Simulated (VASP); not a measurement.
Here is a VASP 6.6.1 calculation.

The input POSCAR:

```
MgO2
1.0
    1.6940935556      0.9780853703      3.1352070375
   -1.6940935556      0.9780853703      3.1352070375
    0.0000000000     -1.9561707407      3.1352070375
Mg O
1 2
Direct
    0.0000000000      0.0000000000      0.0000000000
    0.4287860000      0.4287860000      0.4287860000
    0.5712140000      0.5712140000      0.5712140000
```

INCAR.step1

```
SYSTEM = MgO2
PREC = Accurate
ENCUT = 520
ISMEAR = 0
SIGMA = 0.05
LREAL = .FALSE.
LASPH = .TRUE.
NELM = 60
NBANDS = 14
GGA = PE
ALGO = Normal
EDIFF = 1E-4
LWAVE = .TRUE.
LCHARG = .FALSE.
```

File INCAR.step2:

```
SYSTEM = MgO2
PREC = Accurate
ENCUT = 520
EDIFF = 1E-6
ISMEAR = 0
SIGMA = 0.05
LREAL = .FALSE.
LASPH = .TRUE.
NELM = 60
ALGO = Normal
ISIF = 2
LWAVE = .FALSE.
LCHARG = .FALSE.
METAGGA = R2SCAN
LMIXTAU = .TRUE.
NBANDS = 14
ISTART = 1
```

KPOINTS

```
Automatic mesh
0
G
  12 12 12
  0 0 0
```

Potentials or basis: VASP PAW PBE potentials, release 64 (Mg, O).

Run with:

```sh
$ cat potpaw_PBE.64/Mg/POTCAR potpaw_PBE.64/O/POTCAR > POTCAR
$ cp INCAR.step1 INCAR
$ mpirun -np 1 vasp_std > vasp.out
$ cp INCAR.step2 INCAR
$ mpirun -np 1 vasp_std > vasp.out
```

Q: Estimate the pressure.

A: 8.0 GPa.

Q: Estimate the band gap on the k mesh.

A: 2.82 eV, indirect (least direct gap 3.22 eV).

Q: Predict the largest force.

A: 5.941 eV/Å.

Stress tensor (GPa, compression positive):
```
-17.33   0.00   0.00
  0.00 -17.33   0.00
  0.00   0.00  58.62
```

Caveat: the PAW data sets were made with another functional, which shifts forces and pressure a little. A k mesh can miss the band edges.
